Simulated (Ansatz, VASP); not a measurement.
## AlO2: VASP beside Ansatz

```
Al O
1.0
     6.37475   -0.04124    0.15116
    -0.02108    5.81780    0.27233
     0.13371    0.24918    6.28443
Al O
7 14
Direct
  0.71753 0.27736 0.64413
  0.04718 0.14317 0.20432
  0.52919 0.75048 0.80096
  0.46313 0.91823 0.30640
  0.19795 0.03669 0.71447
  0.68317 0.48752 0.13620
  0.11229 0.45598 0.86988
  0.64695 0.46625 0.85163
  0.24522 0.71375 0.77496
  0.63018 0.16983 0.23060
  0.90303 0.89777 0.86234
  0.90361 0.89975 0.07677
  0.00573 0.29580 0.66690
  0.96431 0.44110 0.11885
  0.59717 0.72888 0.50457
  0.63296 0.49986 0.43415
  0.21372 0.01330 0.40441
  0.50892 0.05470 0.69185
  0.23355 0.18249 0.97207
  0.80040 0.12677 0.38567
  0.50904 0.73797 0.09772
```

Alike in both runs: functional PBE; k mesh 3 × 4 × 4; occupations gaussian, width 0.1 eV; no spin polarisation.

Ansatz relaxed the structure, and its values are those at the end. VASP's run is a single point on that final structure, the one shown.

|  | VASP | Ansatz |
| --- | --- | --- |
| version | VASP 6.6.1 | Ansatz 0.2.0 |
| potentials or method | VASP PAW PBE potentials, release 64 (Al, O), cutoff 520 eV | scalar-relativistic, plane waves, PAW |
| valence electrons in the cell | 105 | 105 |

```tsv
	VASP	Ansatz	Ansatz less VASP
gap on the k mesh at the Fermi level (eV)	none	none	-
rms of the force components (eV/Å)	0.085	0.016	-0.0692
```

A gap of «none» marks a metal or a gap that the smearing closes. The functional is the same, so the differences come from potentials, cutoffs and numerics.
